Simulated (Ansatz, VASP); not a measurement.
## W in VASP and in Ansatz

```
CELL_PARAMETERS angstrom
5.04035 0.00000 0.00000
0.00000 5.04035 0.00000
0.00000 0.00000 5.04035
ATOMIC_POSITIONS crystal
W 0.25000 0.00000 0.50000
W 0.75000 0.00000 0.50000
W 0.00000 0.50000 0.25000
W 0.00000 0.50000 0.75000
W 0.50000 0.75000 0.00000
W 0.50000 0.25000 0.00000
W 0.00000 0.00000 0.00000
W 0.50000 0.50000 0.50000
```

Alike in both runs: functional PBE; dispersion D3(BJ); k mesh 8 × 8 × 8; occupations gaussian, width 0.1 eV; no spin polarisation.

Ansatz relaxed the structure, and its values are those at the end. VASP's run is a single point on that final structure, the one shown.

```csv
,VASP,Ansatz
version,VASP 6.6.1,Ansatz 0.2.0
potentials or method,"VASP PAW PBE potentials, release 64 (W_sv), cutoff 520 eV","scalar-relativistic, plane waves, PAW"
valence electrons in the cell,112,112
```

|  | VASP | Ansatz | Ansatz less VASP |
| --- | --- | --- | --- |
| gap on the k mesh at the Fermi level (eV) | none | none | - |
| pressure (GPa) | 0.7 | 0.0 | -0.68 |

A gap of «none» marks a metal or a gap that the smearing closes.

Spin-orbit coupling is off throughout.
